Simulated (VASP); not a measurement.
# BaTiO3 (Pm-3m) in VASP: notebook

BaTiO3 is run at these levels: r2SCAN+U; tasks: single point.

Everything below comes from runs of VASP 6.6.1. Logs are shortened: lines on timing, memory, paths and dates and some standing lists are left out, and cuts for length are marked.

## (1) The cell of the first run

It takes space group Pm-3m (No. 221, cubic). The conventional cell has a = 4.043 Å, b = 4.043 Å, c = 4.043 Å, α = 90.00°, β = 90.00°, γ = 90.00°. O (site symmetry 4/mmm) has 2 Ba at 2.02 Å within 2.7 Å. Ti (site symmetry m-3m) has 12 O at 2.86 Å and 8 Ba at 3.50 Å within 3.8 Å. Within 2.7 Å of Ba (site symmetry m-3m) lie 6 O at 2.02 Å.

## (2) Single point, r2SCAN+U, collinear spin, ferromagnetic start

File POSCAR:

```
BaTiO3
1.0
    4.0434681200      4.0434681200      0.0000000000
    0.0000000000      4.0434681200      4.0434681200
    4.0434681200      0.0000000000      4.0434681200
O Ti Ba
6 2 2
Direct
    0.2500000000      0.7500000000      0.7500000000
    0.7500000000      0.2500000000      0.2500000000
    0.2500000000      0.7500000000      0.2500000000
    0.7500000000      0.2500000000      0.7500000000
    0.2500000000      0.2500000000      0.7500000000
    0.7500000000      0.7500000000      0.2500000000
    0.2500000000      0.2500000000      0.2500000000
    0.7500000000      0.7500000000      0.7500000000
    0.0000000000      0.0000000000      0.0000000000
    0.5000000000      0.5000000000      0.5000000000
```

File INCAR.step1:

```
ALGO = Normal
EDIFF = 1E-4
ENCUT = 520
GGA = PE
ISMEAR = -1
ISPIN = 2
LASPH = True
LCHARG = False
LDAU = True
LDAUJ = 0 0.57 0
LDAUL = -1 2 -1
LDAUTYPE = 1
LDAUU = 0 5.7 0
LMAXMIX = 4
LREAL = False
LWAVE = True
MAGMOM = 0.01 0.01 0.01 0.01 0.01 0.01 1.98 1.98 0.01 0.01
NBANDS = 55
NELM = 150
PREC = Accurate
SIGMA = 0.1
```

File INCAR.step2:

```
ALGO = Normal
EDIFF = 1E-6
ENCUT = 520
ISIF = 2
ISMEAR = -1
ISPIN = 2
ISTART = 1
LASPH = True
LCHARG = False
LDAU = True
LDAUJ = 0 0.57 0
LDAUL = -1 2 -1
LDAUPRINT = 1
LDAUTYPE = 1
LDAUU = 0 5.7 0
LMAXMIX = 4
LMIXTAU = True
LORBIT = 11
LREAL = False
LWAVE = False
MAGMOM = 0.01 0.01 0.01 0.01 0.01 0.01 1.98 1.98 0.01 0.01
METAGGA = R2SCAN
NBANDS = 55
NELM = 150
PREC = Accurate
SIGMA = 0.1
```

File KPOINTS:

```
k-points
0
Gamma
  4 4 4
```

Potentials or basis: VASP PAW PBE potentials, release 64 (O, Ti_sv, Ba_sv).

Launch:

```sh
cat potpaw_PBE.64/O/POTCAR potpaw_PBE.64/Ti_sv/POTCAR potpaw_PBE.64/Ba_sv/POTCAR > POTCAR
cp INCAR.step1 INCAR
mpirun -np 1 vasp_std > vasp.out
cp INCAR.step2 INCAR
mpirun -np 1 vasp_std > vasp.out
```

OUTCAR:

```text
EDIFF = 1E-6
   ENCUT = 520
   ISIF = 2
   ISMEAR = -1
   ISPIN = 2
   ISTART = 1
   LASPH = True
   LORBIT = 11
   LREAL = False
   METAGGA = R2SCAN
   NELM = 150
   PREC = Accurate

 ion  position               nearest neighbor table
   1  0.250  0.750  0.750-   9 2.02  10 2.02
   2  0.750  0.250  0.250-   9 2.02  10 2.02
   3  0.250  0.750  0.250-   9 2.02  10 2.02
   4  0.750  0.250  0.750-   9 2.02  10 2.02
   5  0.250  0.250  0.750-   9 2.02  10 2.02
   6  0.750  0.750  0.250-   9 2.02  10 2.02
   7  0.250  0.250  0.250-   9 3.50   9 3.50   9 3.50   9 3.50  10 3.50  10 3.50  10 3.50  10 3.50

   8  0.750  0.750  0.750-  10 3.50  10 3.50  10 3.50   9 3.50  10 3.50   9 3.50   9 3.50   9 3.50

   9  0.000  0.000  0.000-   1 2.02   2 2.02   3 2.02   4 2.02   5 2.02   6 2.02   8 3.50   8 3.50
                             8 3.50   7 3.50   8 3.50   7 3.50   7 3.50   7 3.50  10 4.04  10 4.04
  10  0.500  0.500  0.500-   1 2.02   2 2.02   3 2.02   4 2.02   5 2.02   6 2.02   7 3.50   7 3.50
                             7 3.50   7 3.50   8 3.50   8 3.50   8 3.50   8 3.50   9 4.04   9 4.04

  LATTYP: Found a face centered cubic cell.
 ALAT       =     8.0869362400

  Lattice vectors:

 A1 = (   4.0434681200,   4.0434681200,   0.0000000000)
 A2 = (   0.0000000000,   4.0434681200,   4.0434681200)
 A3 = (   4.0434681200,   0.0000000000,   4.0434681200)

Analysis of symmetry for initial positions (statically):
=====================================================================
 Subroutine PRICEL returns following result:

  LATTYP: Found a simple cubic cell.
 ALAT       =     4.0434681200
[... 12 lines left out ...]
 Subroutine GETGRP returns: Found 48 space group operations
 (whereof 48 operations were pure point group operations)
 out of a pool of 48 trial point group operations.

The static configuration has the point symmetry O_h .

Analysis of symmetry for dynamics (positions and initial velocities):
=====================================================================
 Subroutine PRICEL returns following result:

  LATTYP: Found a simple cubic cell.
 ALAT       =     4.0434681200
[... 12 lines left out ...]
 Subroutine GETGRP returns: Found 48 space group operations
 (whereof 48 operations were pure point group operations)
 out of a pool of 48 trial point group operations.

The dynamic configuration has the point symmetry O_h .

Analysis of structural, dynamic, and magnetic symmetry:
=====================================================================
 Subroutine PRICEL returns following result:

  LATTYP: Found a simple cubic cell.
 ALAT       =     4.0434681200
[... 12 lines left out ...]
 Subroutine GETGRP returns: Found 48 space group operations
 (whereof 48 operations were pure point group operations)
 out of a pool of 48 trial point group operations.

The overall configuration has the point symmetry O_h .

 Subroutine INISYM returns: Found 48 space group operations
 (whereof 48 operations are pure point group operations),
 and found     2 'primitive' translations

----------------------------------------------------------------------------------------

                                     Primitive cell

  volume of cell :      66.1092

  direct lattice vectors                    reciprocal lattice vectors
     0.000000000  0.000000000 -4.043468120     0.000000000  0.000000000 -0.247312448
     0.000000000  4.043468120  0.000000000     0.000000000  0.247312448  0.000000000
     4.043468120  0.000000000  0.000000000     0.247312448  0.000000000  0.000000000

  length of vectors
     4.043468120  4.043468120  4.043468120     0.247312448  0.247312448  0.247312448

  position of ions in fractional coordinates (direct lattice)
[... 141 lines left out ...]
  o =  0.8980  v =  0.0000  0.0000  0.0000  0.0000  0.0000  0.0000 -0.0000 -0.0015 -0.0000 -1.0000      0.0000  0.0000  0.0000  0.0000  0.0000  0.0000  0.0000  0.0000  0.0000  0.0000

atom =   8  type =  2  l = 2

 onsite density matrix

spin component  1

  0.0145 -0.0000  0.0000 -0.0000 -0.0000
 -0.0000  0.0145  0.0000  0.0000 -0.0000
  0.0000  0.0000  0.0065  0.0000 -0.0000
 -0.0000  0.0000  0.0000  0.0145  0.0000
 -0.0000 -0.0000 -0.0000  0.0000  0.0065

spin component  2

  0.0195 -0.0000  0.0000  0.0000  0.0000
 -0.0000  0.0195 -0.0000  0.0000  0.0000
  0.0000 -0.0000  0.8980  0.0000 -0.0000
  0.0000  0.0000  0.0000  0.0195  0.0000
  0.0000  0.0000 -0.0000  0.0000  0.8980

 occupancies and eigenvectors

  o =  0.0065  v =  0.0000  0.0000  0.0097 -0.0000  1.0000  0.0000  0.0000  0.0000  0.0000  0.0000      0.0000  0.0000  0.0000  0.0000  0.0000  0.0000  0.0000  0.0000  0.0000  0.0000
  o =  0.0065  v =  0.0000 -0.0000  1.0000 -0.0000 -0.0097  0.0000  0.0000  0.0000  0.0000  0.0000      0.0000  0.0000  0.0000  0.0000  0.0000  0.0000  0.0000  0.0000  0.0000  0.0000
  o =  0.0145  v =  0.0000  0.9948  0.0000 -0.1021 -0.0000  0.0000  0.0000  0.0000  0.0000  0.0000      0.0000  0.0000  0.0000  0.0000  0.0000  0.0000  0.0000  0.0000  0.0000  0.0000
  o =  0.0145  v =  0.0000 -0.1021 -0.0000 -0.9948  0.0000  0.0000  0.0000  0.0000  0.0000  0.0000      0.0000  0.0000  0.0000  0.0000  0.0000  0.0000  0.0000  0.0000  0.0000  0.0000
  o =  0.0145  v =  1.0000  0.0000  0.0000  0.0000  0.0000  0.0000  0.0000  0.0000  0.0000  0.0000      0.0000  0.0000  0.0000  0.0000  0.0000  0.0000  0.0000  0.0000  0.0000  0.0000
  o =  0.0195  v =  0.0000  0.0000  0.0000  0.0000  0.0000  1.0000  0.0000  0.0000  0.0000  0.0000      0.0000  0.0000  0.0000  0.0000  0.0000  0.0000  0.0000  0.0000  0.0000  0.0000
  o =  0.0195  v =  0.0000  0.0000  0.0000  0.0000  0.0000  0.0000  0.1898  0.0000 -0.9818 -0.0000      0.0000  0.0000  0.0000  0.0000  0.0000  0.0000  0.0000  0.0000  0.0000  0.0000
  o =  0.0195  v =  0.0000  0.0000  0.0000  0.0000  0.0000  0.0000  0.9818  0.0000  0.1898 -0.0000      0.0000  0.0000  0.0000  0.0000  0.0000  0.0000  0.0000  0.0000  0.0000  0.0000
  o =  0.8980  v =  0.0000  0.0000  0.0000  0.0000  0.0000  0.0000  0.0000  0.9999 -0.0000  0.0110      0.0000  0.0000  0.0000  0.0000  0.0000  0.0000  0.0000  0.0000  0.0000  0.0000
  o =  0.8980  v =  0.0000  0.0000  0.0000  0.0000  0.0000  0.0000 -0.0000  0.0110 -0.0000 -0.9999      0.0000  0.0000  0.0000  0.0000  0.0000  0.0000  0.0000  0.0000  0.0000  0.0000

 number of electron      79.9999993 magnetization      -4.2496091

 Free energy of the ion-electron system (eV)
  ---------------------------------------------------
  ext. energy  EPLUGINS =         0.00000000
  ---------------------------------------------------
  free energy    TOTEN  =      -107.15310406 eV

  energy without entropy =     -107.06243859  energy(sigma->0) =     -107.10777132

 E-fermi :   7.0144     XC(G=0): -11.5280

 val. band max:        7.0110097086   @ k =   0.2500   0.2500   0.0000
 cond. band min:       7.1297748088   @ k =   0.5000   0.2500   0.0000
 fundamental gap:      0.1187651002
 Fermi energy:         7.0143818795

 spin component 1

 k-point     1 :       0.0000    0.0000    0.0000
  band No.  band energies     occupation
      1     -53.1972      1.00000
      2     -53.1960      1.00000
      3     -28.4406      1.00000
      4     -28.4404      1.00000
      5     -28.4403      1.00000
      6     -28.4328      1.00000
[... 429 lines left out ...]
     51      11.3278      0.00000
     52      11.3279      0.00000
 Fermi energy:         7.0143818795

 spin component 2

 k-point     1 :       0.0000    0.0000    0.0000
  band No.  band energies     occupation
      1     -55.2028      1.00000
      2     -55.2016      1.00000
      3     -30.5414      1.00000
      4     -30.5414      1.00000
      5     -30.5403      1.00000
      6     -30.5337      1.00000
[... 429 lines left out ...]
     51       9.4497      0.00000
     52       9.4498      0.00000
 [bands above 52 left out]

------------------------ aborting loop because EDIFF is reached ----------------------------------------

  FORCE on cell =-STRESS in cart. coord.  units (eV):
  Direction    XX          YY          ZZ          XY          YZ          ZX
  --------------------------------------------------------------------------------------
  -------------------------------------------------------------------------------------
  Total       57.2917325     57.2917325     57.2917325      0.0000000     -0.0000000      0.0000000
  in kB      694.2413413    694.2413413    694.2413413      0.0000000     -0.0000000      0.0000000
  external PRESSURE =     694.2413413 kB  Pullay stress =       0.0000000 kB

 VOLUME and BASIS-vectors are now :
 -----------------------------------------------------------------------------
  energy-cutoff  :      520.00
  volume of cell :      132.22
      direct lattice vectors                 reciprocal lattice vectors
     4.043468120  4.043468120  0.000000000     0.123656224  0.123656224 -0.123656224
     0.000000000  4.043468120  4.043468120    -0.123656224  0.123656224  0.123656224
     4.043468120  0.000000000  4.043468120     0.123656224 -0.123656224  0.123656224

 POSITION                                       TOTAL-FORCE (eV/Angst)
 -----------------------------------------------------------------------------------
      4.04347      4.04347      6.06520         0.000000     -0.000000     -0.000000
      4.04347      4.04347      2.02173         0.000000     -0.000000     -0.000000
      2.02173      4.04347      4.04347         0.000000      0.000000      0.000000
      6.06520      4.04347      4.04347        -0.000000      0.000000     -0.000000
      4.04347      2.02173      4.04347        -0.000000      0.000000      0.000000
      4.04347      6.06520      4.04347        -0.000000     -0.000000      0.000000
      2.02173      2.02173      2.02173         0.000000     -0.000000     -0.000000
      6.06520      6.06520      6.06520         0.000000      0.000000     -0.000000
      0.00000      0.00000      0.00000        -0.000000      0.000000     -0.000000
      4.04347      4.04347      4.04347         0.000000      0.000000     -0.000000
 -----------------------------------------------------------------------------------
    total drift:                               -0.000000     -0.000000     -0.000000

  FREE ENERGIE OF THE ION-ELECTRON SYSTEM (eV)
  ---------------------------------------------------
  free  energy   TOTEN  =      -107.1531040622 eV

  energy  without entropy=     -107.0624385861  energy(sigma->0) =     -107.10777132

 total charge

# of ion       s       p       d       tot
------------------------------------------
    1        1.631   3.462   0.000   5.093
    2        1.631   3.462   0.000   5.093
    3        1.631   3.462   0.000   5.093
    4        1.631   3.462   0.000   5.093
    5        1.631   3.462   0.000   5.093
    6        1.631   3.462   0.000   5.093
    7        2.074   5.976   1.900   9.950
    8        2.074   5.976   1.900   9.950
    9        2.206   5.460   1.794   9.460
   10        2.206   5.460   1.794   9.460
--------------------------------------------------
tot         18.347  43.641   7.388  69.376

 magnetization (x)

# of ion       s       p       d       tot
------------------------------------------
    1       -0.004  -0.010   0.000  -0.014
    2       -0.004  -0.010   0.000  -0.014
    3       -0.004  -0.010   0.000  -0.014
    4       -0.004  -0.010   0.000  -0.014
    5       -0.004  -0.010   0.000  -0.014
    6       -0.004  -0.010   0.000  -0.014
    7       -0.032  -0.007  -1.789  -1.828
    8       -0.032  -0.007  -1.789  -1.828
    9        0.000  -0.008  -0.001  -0.009
   10        0.000  -0.008  -0.001  -0.009
--------------------------------------------------
tot         -0.089  -0.090  -3.579  -3.757
```

Run time: 12 min. Hardware: 1 thread of AMD EPYC 7R13 (Zen 3), shared host; peak memory 0.46 GiB.

Results:

| Quantity | Value |
| --- | --- |
| Free energy | -107.1531 eV |
| Pressure | 69.4 GPa |
| Net moment | -4.25 μB per cell |
| Site moments | O -0.01; Ti -1.83; Ba -0.01 μB |
| Valence electrons inside the program's atomic spheres | O 5.09; Ti 9.95; Ba 9.46 |

Levels at points of the mesh, in eV from the Fermi level:
Spin up:
```
           k point  band 36  band 37  band 38  band 39  band 40  band 41
(0.00, 0.00, 0.00)    -4.20    -2.88    -0.24     1.48     1.48     1.48
(0.50, 0.00, 0.00)    -2.05    -2.05    -2.05    -0.62    -0.62     1.70
(0.50, 0.50, 0.00)    -4.57    -4.25     0.85     1.17     1.17     1.96
```
Spin down:
| k point | band 40 | band 41 | band 42 | band 43 | band 44 | band 45 |
| --- | --- | --- | --- | --- | --- | --- |
| (0.00, 0.00, 0.00) | -4.22 | -2.93 | -1.25 | 0.90 | 0.90 | 0.90 |
| (0.50, 0.00, 0.00) | -2.10 | -2.10 | -2.10 | -0.69 | -0.69 | 0.86 |
| (0.50, 0.50, 0.00) | -3.70 | -3.66 | 0.80 | 1.11 | 1.11 | 1.24 |

Eigenvalues of the final occupation matrices:
```tsv
site	spin	trace	eigenvalues
site 7 d	1	0.06	0.01 0.01 0.01 0.01 0.01
site 7 d	2	1.85	0.02 0.02 0.02 0.90 0.90
site 8 d	1	0.06	0.01 0.01 0.01 0.01 0.01
site 8 d	2	1.85	0.02 0.02 0.02 0.90 0.90
```

Caveat: the PAW data sets were made with another functional, which shifts forces and pressure a little; spin-orbit coupling is left out, which moves the levels of the heavy elements. The state reached can hang on the start; a lower one may exist.

## (3) Single point, r2SCAN+U, collinear spin, antiferromagnetic start

POSCAR is that of step 2.

File INCAR.step1:

```
SYSTEM = BaTiO3
PREC = Accurate
ENCUT = 520
ISMEAR = -1
SIGMA = 0.1
LREAL = .FALSE.
LASPH = .TRUE.
NELM = 150
ISPIN = 2
MAGMOM = 0 0 0 0 0 0 -1.36 1.36 0 0
LMAXMIX = 4
LDAU = .TRUE.
LDAUTYPE = 1
LDAUL = -1 2 -1
LDAUU = 0 5.7 0
LDAUJ = 0 0.57 0
NBANDS = 55
GGA = PE
ALGO = Normal
EDIFF = 1E-4
LWAVE = .TRUE.
LCHARG = .FALSE.
```

File INCAR.step2:

```
SYSTEM = BaTiO3
PREC = Accurate
ENCUT = 520
EDIFF = 1E-7
ISMEAR = -1
SIGMA = 0.1
LREAL = .FALSE.
LASPH = .TRUE.
NELM = 150
ALGO = Normal
ISIF = 2
LWAVE = .FALSE.
LCHARG = .FALSE.
ISPIN = 2
MAGMOM = 0 0 0 0 0 0 -1.36 1.36 0 0
LORBIT = 11
LMAXMIX = 4
LDAU = .TRUE.
LDAUTYPE = 1
LDAUL = -1 2 -1
LDAUU = 0 5.7 0
LDAUJ = 0 0.57 0
LDAUPRINT = 1
METAGGA = R2SCAN
LMIXTAU = .TRUE.
NBANDS = 55
ISTART = 1
```

File KPOINTS:

```
regular mesh
0
G
  4 4 4
  0 0 0
```

Potentials or basis: VASP PAW PBE potentials, release 64 (O, Ti_sv, Ba_sv).

Launch:

```sh
cat potpaw_PBE.64/O/POTCAR potpaw_PBE.64/Ti_sv/POTCAR potpaw_PBE.64/Ba_sv/POTCAR > POTCAR
cp INCAR.step1 INCAR
mpirun -np 1 vasp_std > vasp.out
cp INCAR.step2 INCAR
mpirun -np 1 vasp_std > vasp.out
```

Run time: 13 min. Hardware: 1 thread of AMD EPYC 7R13 (Zen 3), shared host; peak memory 0.46 GiB.

It converged, with:

- Free energy: -107.1398 eV
- Pressure: 69.5 GPa
- Band gap on the k mesh: zero (filled and empty bands overlap)
- Net moment: 0.00 μB per cell
- Site moments: O +0.00; Ti -1.82, +1.82; Ba +0.00 μB
- Valence electrons inside the program's atomic spheres: O 5.09; Ti 9.95; Ba 9.46

Levels at points of the mesh, in eV from the Fermi level:
Spin up:
| k point | band 38 | band 39 | band 40 | band 41 | band 42 | band 43 |
| --- | --- | --- | --- | --- | --- | --- |
| (0.00, 0.00, 0.00) | -4.23 | -2.92 | -0.89 | 0.96 | 0.97 | 0.97 |
| (0.50, 0.00, 0.00) | -2.09 | -2.08 | -2.08 | -0.67 | -0.66 | 0.86 |
| (0.50, 0.50, 0.00) | -4.53 | -3.68 | 0.82 | 1.13 | 1.13 | 1.23 |
Spin down:
```
           k point  band 37  band 38  band 39  band 40  band 41  band 42  band 43  band 44
(0.00, 0.00, 0.00)    -4.23    -4.23    -2.92    -0.89     0.96     0.97     0.97     1.44
(0.50, 0.00, 0.00)    -2.09    -2.09    -2.08    -2.08    -0.67    -0.66     0.86     1.51
(0.50, 0.50, 0.00)    -4.57    -4.53    -3.68     0.82     1.13     1.13     1.23     1.88
```

Eigenvalues of the final occupation matrices:
| site | spin | trace | eigenvalues |
| --- | --- | --- | --- |
| site 7 d | 1 | 0.06 | 0.01 0.01 0.01 0.01 0.01 |
| site 7 d | 2 | 1.85 | 0.02 0.02 0.02 0.90 0.90 |
| site 8 d | 1 | 1.85 | 0.02 0.02 0.02 0.90 0.90 |
| site 8 d | 2 | 0.06 | 0.01 0.01 0.01 0.01 0.01 |

Caveat: the PAW data sets were made with another functional, which shifts forces and pressure a little; spin-orbit coupling is left out, which moves the levels of the heavy elements. The state reached can hang on the start; a lower one may exist.
